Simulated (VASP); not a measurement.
# PC3 (Pm-3m) in VASP: single point with PBE

Aim: the single point of PC3 with PBE.

Everything below comes from runs of VASP 6.6.1. Logs are shortened: lines on timing, memory, paths and dates and some standing lists are left out, and cuts for length are marked.

### 1 The cell of the first run

It takes space group Pm-3m (No. 221, cubic). Conventional cell: a = 3.644 Å, b = 3.644 Å, c = 3.644 Å, α = 90.00°, β = 90.00°, γ = 90.00°. Within 3.4 Å of P (site symmetry m-3m) lie 12 C at 2.58 Å. C (site symmetry 4/mmm) has 4 P at 2.58 Å and 8 C at 2.58 Å within 3.4 Å.

### 2 Single point, PBE

File INCAR:

```
ALGO = Normal
EDIFF = 1E-6
ENCUT = 520
GGA = PE
ISIF = 2
ISMEAR = 0
LASPH = True
LCHARG = False
LREAL = False
LWAVE = False
NBANDS = 16
NELM = 80
PREC = Accurate
SIGMA = 0.1
```

File KPOINTS:

```
k-points
0
Gamma
  6 6 6
```

File POSCAR:

```
PC3
1.0
    3.6439781300      0.0000000000      0.0000000000
    0.0000000000      3.6439781300      0.0000000000
    0.0000000000      0.0000000000      3.6439781300
P C
1 3
Direct
    0.0000000000      0.0000000000      0.0000000000
    0.0000000000      0.5000000000      0.5000000000
    0.5000000000      0.0000000000      0.5000000000
    0.5000000000      0.5000000000      0.0000000000
```

Potentials or basis: VASP PAW PBE potentials, release 64 (P, C).

Run with:

```console
cat potpaw_PBE.64/P/POTCAR potpaw_PBE.64/C/POTCAR > POTCAR
mpirun -np 1 vasp_std > vasp.out
```

OUTCAR:

```text
EDIFF = 1E-6
   ENCUT = 520
   GGA = PE
   ISIF = 2
   ISMEAR = 0
   LASPH = True
   LREAL = False
   NELM = 80
   PREC = Accurate

 ion  position               nearest neighbor table
   1  0.000  0.000  0.000-
   2  0.000  0.500  0.500-
   3  0.500  0.000  0.500-
   4  0.500  0.500  0.000-

  LATTYP: Found a simple cubic cell.
 ALAT       =     3.6439781300

  Lattice vectors:

 A1 = (   3.6439781300,   0.0000000000,   0.0000000000)
 A2 = (   0.0000000000,   3.6439781300,   0.0000000000)
 A3 = (   0.0000000000,   0.0000000000,   3.6439781300)

Analysis of symmetry for initial positions (statically):
=====================================================================
 Subroutine PRICEL returns:
 Original cell was already a primitive cell.

 Routine SETGRP: Setting up the symmetry group for a
 simple cubic supercell.

 Subroutine GETGRP returns: Found 48 space group operations
 (whereof 48 operations were pure point group operations)
 out of a pool of 48 trial point group operations.

The static configuration has the point symmetry O_h .

Analysis of symmetry for dynamics (positions and initial velocities):
=====================================================================
 Subroutine PRICEL returns:
 Original cell was already a primitive cell.

 Routine SETGRP: Setting up the symmetry group for a
 simple cubic supercell.

 Subroutine GETGRP returns: Found 48 space group operations
 (whereof 48 operations were pure point group operations)
 out of a pool of 48 trial point group operations.

The dynamic configuration has the point symmetry O_h .

 Subroutine INISYM returns: Found 48 space group operations
 (whereof 48 operations are pure point group operations),
 and found     1 'primitive' translations

----------------------------------------------------------------------------------------

                                     Primitive cell

  volume of cell :      48.3868

  direct lattice vectors                    reciprocal lattice vectors
     3.643978130  0.000000000  0.000000000     0.274425357  0.000000000  0.000000000
     0.000000000  3.643978130  0.000000000     0.000000000  0.274425357  0.000000000
     0.000000000  0.000000000  3.643978130     0.000000000  0.000000000  0.274425357

  length of vectors
     3.643978130  3.643978130  3.643978130     0.274425357  0.274425357  0.274425357

  position of ions in fractional coordinates (direct lattice)
     0.000000000  0.000000000  0.000000000
     0.000000000  0.500000000  0.500000000
     0.500000000  0.000000000  0.500000000
     0.500000000  0.500000000  0.000000000

  ion indices of the primitive-cell ions
   primitive index   ion index
                 1           1
                 2           2
                 3           3
                 4           4

----------------------------------------------------------------------------------------

 KPOINTS: k-points

Automatic generation of k-mesh.
 Grid dimensions read from file:
 generate k-points for:    6    6    6

 Generating k-lattice:

  Cartesian coordinates                     Fractional coordinates (reciprocal lattice)
     0.045737560  0.000000000  0.000000000     0.166666667  0.000000000  0.000000000
     0.000000000  0.045737560  0.000000000     0.000000000  0.166666667  0.000000000
     0.000000000  0.000000000  0.045737560     0.000000000  0.000000000  0.166666667

  Length of vectors
     0.045737560  0.045737560  0.045737560

  Shift w.r.t. Gamma in fractional coordinates (k-lattice)
     0.000000000  0.000000000  0.000000000

 Subroutine IBZKPT returns following result:
 ===========================================

 Found     20 irreducible k-points:

 Following reciprocal coordinates:
            Coordinates               Weight
  0.000000  0.000000  0.000000      1.000000
  0.166667  0.000000  0.000000      6.000000
  0.333333  0.000000  0.000000      6.000000
  0.500000  0.000000  0.000000      3.000000
  0.166667  0.166667  0.000000     12.000000
  0.333333  0.166667  0.000000     24.000000
[... 12 lines left out ...]
  0.500000  0.500000  0.333333      6.000000
  0.500000  0.500000  0.500000      1.000000
   k-points           NKPTS =     20   k-points in BZ     NKDIM =     20   number of bands    NBANDS=     16
   number of dos      NEDOS =    301   number of ions     NIONS =      4
   total plane-waves  NPLWV =  21952
   dimension x,y,z NGX =    28 NGY =   28 NGZ =   28
   dimension x,y,z NGXF=    56 NGYF=   56 NGZF=   56
   ions per type =               1   3
   NGX,Y,Z   is equivalent  to a cutoff of  12.77, 12.77, 12.77 a.u.
   NGXF,Y,Z  is equivalent  to a cutoff of  25.55, 25.55, 25.55 a.u.
 SYSTEM =  unknown system
   PREC   = accura    normal or accurate (medium, high low for compatibility)
   ISTART =      0    job   : 0-new  1-cont  2-samecut
   ICHARG =      2    charge: 1-file 2-atom 10-const
   ISPIN  =      1    spin polarized calculation?
   LNONCOLLINEAR =      F non collinear calculations
   LSORBIT =      F    spin-orbit coupling
   LASPH  =      T    aspherical Exc in radial PAW
   ENCUT  =  520.0 eV  38.22 Ry    6.18 a.u.   6.78  6.78  6.78*2*pi/ulx,y,z
   NELM   =     80;   NELMIN=  2; NELMDL= -5     # of ELM steps
   EDIFF  = 0.1E-05   stopping-criterion for ELM
   LREAL  =      F    real-space projection
   EDIFFG = 0.1E-04   stopping-criterion for IOM
   NSW    =      0    number of steps for IOM
   IBRION =     -1    ionic relax: 0-MD 1-quasi-New 2-CG
   NFREE  =      0    steps in history (QN), initial steepest desc. (CG)
   ISIF   =      2    stress and relaxation
   ISYM   =      2    0-nonsym 1-usesym 2-fastsym
   POTIM  = 0.5000    time-step for ionic-motion
   TEBEG  =    0.0;   TEEND  =   0.0 temperature during run
   PSTRESS=    0.0 pullay stress
   NELECT =      17.0000    total number of electrons
   NUPDOWN=      -1.0000    fix difference up-down
   EMIN   =  10.00;   EMAX   =-10.00  energy-range for DOS
   EFERMI =   0.00;   METHOD = LEGACY
   ISMEAR =     0;   SIGMA  =   0.10  broadening in eV -4-tet -1-fermi 0-gaus
   EFERMI_NEDOS =   21; number of points for ismear=-14 and -15
   IALGO  =     38    algorithm
   IMIX   =      4    mixing-type and parameters
     AMIX     =   0.40;   BMIX     =  1.00
     AMIX_MAG =   1.60;   BMIX_MAG =  1.00
  volume/ion in A,a.u.               =      12.10        81.63
  Fermi-wavevector in a.u.,A,eV,Ry     =   1.155177  2.182969 18.156090  1.334435
  Thomas-Fermi vector in A             =   2.291808
   LORBIT       =      0    0 simple, 1 ext, 2 COOP (PROOUT), +10 PAW based schemes
   GGA     = PE    functional components
   LHFCALC =     F    Hartree Fock is set to
   AEXX    =    0.0000 exact exchange contribution
   IVDW    =     0    specifies the selected vdW correction
   LEPSILON=     F    determine dielectric tensor
   LRPA    =     F    only Hartree local field effects (RPA)
 non-spin polarized calculation
 Gauss-broadening in eV      SIGMA  =   0.10
  energy-cutoff  :      520.00
  volume of cell :       48.39
 maximum number of plane-waves:      1328
 NGX is ok and might be reduce to    28
   NGX = 13   NGY = 13   NGZ = 13

 number of electron      17.0000003 magnetization

 Free energy of the ion-electron system (eV)
  ---------------------------------------------------
  ext. energy  EPLUGINS =         0.00000000
  ---------------------------------------------------
  free energy    TOTEN  =       -17.68634305 eV

  energy without entropy =      -17.67241006  energy(sigma->0) =      -17.67937656

 E-fermi :   4.7056     XC(G=0): -10.9130

 val. band max:        4.6527818307   @ k =   0.3333   0.3333   0.1667
 cond. band min:       4.7367679713   @ k =   0.3333   0.0000   0.0000
 fundamental gap:      0.0839861406
 Fermi energy:         4.7056165090

 k-point     1 :       0.0000    0.0000    0.0000
  band No.  band energies     occupation
      1      -9.8604      2.00000
      2      -2.0392      2.00000
      3      -2.0392      2.00000
      4      -1.2457      2.00000
      5       0.2351      2.00000
      6       0.2351      2.00000
[... 8 lines left out ...]
     15      10.6096      0.00000
     16      10.6096      0.00000

 k-point     2 :       0.1667    0.0000    0.0000
  band No.  band energies     occupation
      1      -9.5959      2.00000
      2      -3.5438      2.00000
      3      -1.9388      2.00000
      4      -1.4273      2.00000
      5       0.4920      2.00000
      6       0.4920      2.00000
[... 8 lines left out ...]
     15      10.1593      0.00000
     16      10.1593      0.00000

 k-point     3 :       0.3333    0.0000    0.0000
  band No.  band energies     occupation
      1      -8.8135      2.00000
      2      -5.6645      2.00000
      3      -1.7158      2.00000
      4      -1.2330      2.00000
      5       1.2488      2.00000
      6       1.2488      2.00000
[... 8 lines left out ...]
     15       9.2825      0.00000
     16       9.2825      0.00000

 k-point     4 :       0.5000    0.0000    0.0000
  band No.  band energies     occupation
      1      -7.7868      2.00000
      2      -7.1613      2.00000
      3      -1.5903      2.00000
      4      -1.1143      2.00000
      5       2.3139      2.00000
      6       2.3139      2.00000
[... 8 lines left out ...]
     15       8.6726      0.00000
     16       8.6726      0.00000
[... 248 lines left out ...]
 k-point    18 :       0.5000    0.3333    0.3333
  band No.  band energies     occupation
      1      -5.7685      2.00000
      2      -5.3248      2.00000
      3      -3.6871      2.00000
      4      -3.6058      2.00000
      5      -0.8060      2.00000
      6      -0.3345      2.00000
[... 8 lines left out ...]
     15       9.8049      0.00000
     16       9.9758      0.00000

 k-point    19 :       0.5000    0.5000    0.3333
  band No.  band energies     occupation
      1      -4.8443      2.00000
      2      -4.4507      2.00000
      3      -4.4507      2.00000
      4      -4.2934      2.00000
      5      -0.4469      2.00000
      6      -0.4469      2.00000
[... 8 lines left out ...]
     15      10.2463      0.00000
     16      10.2463      0.00000

 k-point    20 :       0.5000    0.5000    0.5000
  band No.  band energies     occupation
      1      -4.3629      2.00000
      2      -4.0167      2.00000
      3      -4.0167      2.00000
      4      -4.0167      2.00000
      5      -1.3227      2.00000
      6      -1.3227      2.00000
[... 8 lines left out ...]
     15      10.5392      0.00000
     16      10.5392      0.00000

------------------------ aborting loop because EDIFF is reached ----------------------------------------

  FORCE on cell =-STRESS in cart. coord.  units (eV):
  Direction    XX          YY          ZZ          XY          YZ          ZX
  --------------------------------------------------------------------------------------
  -------------------------------------------------------------------------------------
  Total       -7.4411592     -7.4411592     -7.4411592     -0.0000000      0.0000000      0.0000000
  in kB     -246.3904639   -246.3904639   -246.3904639     -0.0000000      0.0000000      0.0000000
  external PRESSURE =    -246.3904639 kB  Pullay stress =       0.0000000 kB

 VOLUME and BASIS-vectors are now :
 -----------------------------------------------------------------------------
  energy-cutoff  :      520.00
  volume of cell :       48.39
      direct lattice vectors                 reciprocal lattice vectors
     3.643978130  0.000000000  0.000000000     0.274425357  0.000000000  0.000000000
     0.000000000  3.643978130  0.000000000     0.000000000  0.274425357  0.000000000
     0.000000000  0.000000000  3.643978130     0.000000000  0.000000000  0.274425357

 POSITION                                       TOTAL-FORCE (eV/Angst)
 -----------------------------------------------------------------------------------
      0.00000      0.00000      0.00000         0.000000      0.000000      0.000000
      0.00000      1.82199      1.82199         0.000000      0.000000      0.000000
      1.82199      0.00000      1.82199         0.000000      0.000000      0.000000
      1.82199      1.82199      0.00000         0.000000      0.000000      0.000000
 -----------------------------------------------------------------------------------
    total drift:                                0.000000      0.000000      0.000000

  FREE ENERGIE OF THE ION-ELECTRON SYSTEM (eV)
  ---------------------------------------------------
  free  energy   TOTEN  =       -17.6863430464 eV

  energy  without entropy=      -17.6724100641  energy(sigma->0) =      -17.67937656
```

Run time: 5 s. Hardware: 1 thread of Intel Xeon 6975P-C (Granite Rapids), shared host; peak memory 0.15 GiB.

What came out:

```
Free energy : -17.6863 eV
Pressure    : -24.6 GPa
```

Levels at points of the mesh, in eV from the Fermi level:
| k point | band 6 | band 7 | band 8 | band 9 | band 10 | band 11 |
| --- | --- | --- | --- | --- | --- | --- |
| (0.00, 0.00, 0.00) | -4.47 | -4.47 | 1.33 | 1.33 | 1.33 | 2.09 |
| (0.50, 0.00, 0.00) | -2.39 | -2.07 | -2.07 | -0.55 | 0.35 | 2.25 |
| (0.50, 0.50, 0.00) | -1.55 | -1.01 | -0.67 | -0.43 | -0.43 | 0.16 |
| (0.50, 0.50, 0.50) | -6.03 | -6.03 | -4.80 | 3.64 | 3.64 | 3.64 |
